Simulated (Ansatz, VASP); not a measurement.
**Pt in VASP and in Ansatz**

```
Pt
1.0
     0.00000    1.94806    1.94806
     1.94806    0.00000    1.94806
     1.94806    1.94806    0.00000
Pt
1
Cartesian
  0.0000 0.0000 0.0000
```

Alike in both runs: functional LDA; k mesh 18 × 18 × 18; occupations fermi-dirac, width 0.05 eV; non-collinear spin, spin-orbit coupling.

Ansatz relaxed the structure, and its values are those at the end. VASP's run is a single point on that final structure, the one shown.

|  | VASP | Ansatz |
| --- | --- | --- |
| version | VASP 6.6.1 | Ansatz 0.2.0 |
| potentials or method | VASP PAW LDA potentials, release 64 (Pt), cutoff 520 eV | all-electron LAPW |

```csv
,VASP,Ansatz,Ansatz less VASP
pressure (GPa),1.0,0.0,-1.02
net moment per atom (μB),0.00,0.00,0.000
```

LDA's correlation is that of Perdew and Zunger in VASP and of Perdew and Wang (1992) in Ansatz. Ansatz ran all-electron here, and VASP with PAW potentials.
